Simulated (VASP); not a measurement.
Mo, 1 atom in the cell. It takes space group Fm-3m (No. 225, cubic). The conventional cell has a = 3.922 Å, b = 3.922 Å, c = 3.922 Å, α = 90.00°, β = 90.00°, γ = 90.00°. Mo (site symmetry m-3m) has 12 Mo at 2.77 Å within 3.7 Å. 

- Program: VASP 6.6.1
- Task: single point
- Functional: PBE
- Potentials or basis: VASP PAW PBE potentials, release 64 (Mo_sv)
- Cutoff: 500 eV
- k mesh: 47 × 47 × 47
- Occupations: fermi-dirac, width 0.0612256 eV
- Spin: no spin polarisation
- Dipole correction: no
- Further INCAR settings: ALGO = Normal; EDIFF = 1e-06; NBANDS = 13

Potentials or basis: VASP PAW PBE potentials, release 64 (Mo_sv).

The run is started by

```sh
$ cat potpaw_PBE.64/Mo_sv/POTCAR > POTCAR
$ mpirun -np 1 vasp_std > vasp.out
```

Hardware: 1 thread of Intel(R) Xeon(R) 6975P-C (Granite Rapids), on a shared host.

Problem. How long does it take, and how much memory?

Solution. Run time: 120 s on 1 thread of Intel(R) Xeon(R) 6975P-C (Granite Rapids), on a shared host, peak memory 0.51 GiB. Counts: scf iterations 11, k points 2600.
